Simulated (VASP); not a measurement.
N:

```
CELL_PARAMETERS angstrom
0.00000 1.80883 1.80883
1.80883 0.00000 1.80883
1.80883 1.80883 0.00000
ATOMIC_POSITIONS crystal
N 0.00000 0.00000 0.00000
```

```yaml
Program: VASP 6.6.1
Task: relaxation of cell and atoms
Functional: PBEsol
Potentials_or_basis: VASP PAW PBE potentials, release 64 (N)
Cutoff: 600 eV
k_mesh: 8 × 8 × 8
Occupations: gaussian, width 0.1 eV
Spin: no spin polarisation
```

At the start: pressure -35.7 GPa; volume 11.84 Å³/atom.

Task: How do energy, volume and symmetry change on relaxing?

Result: Over 3 steps the energy falls by 809.2 meV/atom and the volume is 7.23 Å³/atom (-38.9 %); space group Fm-3m (No. 225, to 0.05 Å).

The path:
| step | energy change (eV) | largest force (eV/Å) | pressure (GPa) | volume (Å³) |
| --- | --- | --- | --- | --- |
| 1 | 0.0000 | 0.0000 | -35.67 | 11.84 |
| 2 | -0.7737 | 0.0000 | -16.03 | 7.87 |
| 3 | -0.8092 | 0.0000 | -0.40 | 7.23 |

Final structure:
```xyz
1
Lattice="0.0000 1.5349 1.5349 1.5349 0.0000 1.5349 1.5349 1.5349 0.0000" Properties=species:S:1:pos:R:3 pbc="T T T"
N     0.0000    0.0000    0.0000
```

Caveat: the k points lie up to 0.44 Å⁻¹ apart in the final cell; the volume moved by over 15 % at a fixed basis, so the end points are rough; the PAW data sets were made with another functional, which shifts forces and pressure a little.
